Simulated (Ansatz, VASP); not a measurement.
## N: VASP beside Ansatz

The input POSCAR:

```
N
1.0
    4.0840619700      0.0000000000      0.0000000000
    0.0000000000      4.0840619700      0.0000000000
    0.0000000000      0.0000000000      5.3459132500
N
4
Direct
    0.4042752000      0.5957248000      0.5000000000
    0.0957248000      0.0957248000      0.0000000000
    0.5957248000      0.4042752000      0.5000000000
    0.9042752000      0.9042752000      0.0000000000
```

File INCAR.step1:

```
PREC = Accurate ; ENCUT = 520
EDIFF = 1E-5 ; ISMEAR = -1
SIGMA = 0.05 ; LREAL = F
LASPH = T ; NELM = 80
ALGO = Normal ; ISIF = 2
LWAVE = T ; LCHARG = F
NBANDS = 18 ; GGA = PE
```

INCAR.step2

```
PREC = Accurate ; ENCUT = 520
EDIFF = 1E-6 ; ISMEAR = -1
SIGMA = 0.05 ; LREAL = F
LASPH = T ; NELM = 80
ALGO = Normal ; ISIF = 2
LWAVE = F ; LCHARG = F
GGA = PE ; LHFCALC = T
HFSCREEN = 0.2079 ; PRECFOCK = Normal
NBANDS = 18 ; ISTART = 1
```

KPOINTS

```
Automatic mesh
0
Gamma
  4 4 3
```

File input.yaml:

```yaml
crystal:
  lattice:
    - [4.08406197, 0.0, 0.0]
    - [0.0, 4.08406197, 0.0]
    - [0.0, 0.0, 5.34591325]
  atoms:
    - { symbol: "N", position: [0.4042752, 0.5957248, 0.5] }
    - { symbol: "N", position: [0.0957248, 0.0957248, 0.0] }
    - { symbol: "N", position: [0.5957248, 0.4042752, 0.5] }
    - { symbol: "N", position: [0.9042752, 0.9042752, 0.0] }
hamiltonian:
  xc: hse06
  pseudopotentials: { kind: paw }
kpoints:
  mp_grid: { grid: [4, 4, 3] }
scf:
  occupations: { method: fermi_dirac, width: 0.05 }
  n_extra_bands: 10
output:
  forces: true
  stress: true
  eigenvalues: true
  dos: { projected: true, de: 0.05 }
```

Alike in both runs: functional HSE06; k mesh 4 × 4 × 3; occupations fermi-dirac, width 0.05 eV; no spin polarisation.

```csv
,VASP,Ansatz
version,VASP 6.6.1,Ansatz 0.2.0
potentials or method,"VASP PAW PBE potentials, release 64 (N)",Ansatz PAW
plane-wave cutoff (eV),520,420
valence electrons in the cell,20,20
task,single point,projected density of states
```

```csv
,VASP,Ansatz,Ansatz less VASP
gap on the k mesh at the Fermi level (eV),9.16,9.22,+0.062
least direct gap on the mesh (eV),9.37,9.43,+0.063
pressure (GPa),-0.6,-2.9,-2.36
"traceless stress, the component that is largest in VASP (GPa)",0.83,3.42,+2.587
rms of the force components (eV/Å),0.349,1.495,+1.1451
```

Atom by atom the forces differ by 1.145 eV/Å (rms over components). One of these differences is far larger than is usual between the two programs; its cause wasn't traced. With one functional, cell and mesh, what is left measures potentials, basis and numerics.

Noted on VASP's run: the standard files for N, O and F lose accuracy on very short bonds. Noted on Ansatz's run: odd divisions of the mesh miss points on the zone boundary, where band edges often lie, so the gap on the mesh can be too wide.
